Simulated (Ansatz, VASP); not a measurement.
# SnO2 in VASP and in Ansatz

The input INCAR:

```
SYSTEM = SnO2
PREC     = Accurate       ! precision mode
ENCUT    = 520            ! plane-wave cutoff, eV
EDIFF    = 1E-6           ! SCF threshold, eV
ISMEAR   = 0              ! smearing method
SIGMA    = 0.05           ! smearing width, eV
LREAL    = .False.        ! projectors in reciprocal space
LASPH    = .True.         ! aspherical terms in the spheres
NELM     = 60             ! most SCF steps
ALGO     = Normal         ! electronic algorithm
ISIF     = 2              ! what is computed and relaxed
LWAVE    = .False.        ! write WAVECAR
LCHARG   = .False.        ! write CHGCAR
GGA      = PE             ! functional
IVDW     = 12             ! dispersion correction
NBANDS   = 35             ! bands
```

Contents of KPOINTS:

```
regular mesh
0
Gamma
  8 6 6
  0 0 0
```

POSCAR

```
SnO2
1.0
    1.6186264610     -2.8035432689      0.0000000000
    1.6186264610      0.9345144230      4.2918257460
   -4.8558793830     -2.8035432689      0.0000000000
Sn O
2 4
Direct
    0.5084021856      0.4590178198     -0.0125429783
   -0.0084021856      0.5409821802      0.5125429783
    0.4960150187      0.7460447061      0.7646400351
    1.0039849813      0.7155554097      0.2225600035
    0.4960150187      0.2844445903      0.2774399965
    1.0039849813      0.2539552939      0.7353599649
```

Input for Ansatz:

```yaml
crystal:
  lattice:
    - [1.618626461, -2.8035432689, 0.0]
    - [1.618626461, 0.934514423, 4.291825746]
    - [-4.855879383, -2.8035432689, 0.0]
  atoms:
    - { symbol: Sn, position: [0.5084021856, 0.4590178198, -0.0125429783] }
    - { symbol: Sn, position: [-0.0084021856, 0.5409821802, 0.5125429783] }
    - { symbol: O, position: [0.4960150187, 0.7460447061, 0.7646400351] }
    - { symbol: O, position: [1.0039849813, 0.7155554097, 0.2225600035] }
    - { symbol: O, position: [0.4960150187, 0.2844445903, 0.2774399965] }
    - { symbol: O, position: [1.0039849813, 0.2539552939, 0.7353599649] }
basis:
  ecutwfc: 520.0
kpoints:
  mp_grid: { grid: [8, 6, 6] }
hamiltonian:
  xc: pbe
  pseudopotentials: { kind: paw, azcp: { folder: soft_1 } }
  dispersion: d3bj
scf:
  occupations: { method: gaussian, width: 0.05 }
output:
  forces: true
  stress: true
  eigenvalues: true
```

Change from the starting cell: mode 4 frozen in at -0.176 Å and mode 5 at -0.027 Å (largest displacements).

Alike in both runs: task single point; functional PBE; dispersion D3(BJ); k mesh 8 × 6 × 6; occupations gaussian, width 0.05 eV; no spin polarisation.

|  | VASP | Ansatz |
| --- | --- | --- |
| version | VASP 6.6.1 | Ansatz 0.2.0 |
| potentials or method | VASP PAW PBE potentials, release 64 (Sn_d, O), cutoff 520 eV | scalar-relativistic, plane waves, PAW |
| valence electrons in the cell | 52 | 52 |

|  | VASP | Ansatz | Ansatz less VASP |
| --- | --- | --- | --- |
| gap on the k mesh at the Fermi level (eV) | 1.32 | 1.35 | +0.031 |
| least direct gap on the mesh (eV) | 1.35 | 1.38 | +0.028 |
| pressure (GPa) | -0.7 | -1.3 | -0.65 |
| traceless stress, the component that is largest in VASP (GPa) | -0.99 | -0.54 | +0.447 |
| rms of the force components (eV/Å) | 0.162 | 0.166 | +0.0042 |

Atom by atom the forces differ by 0.027 eV/Å (rms over components).
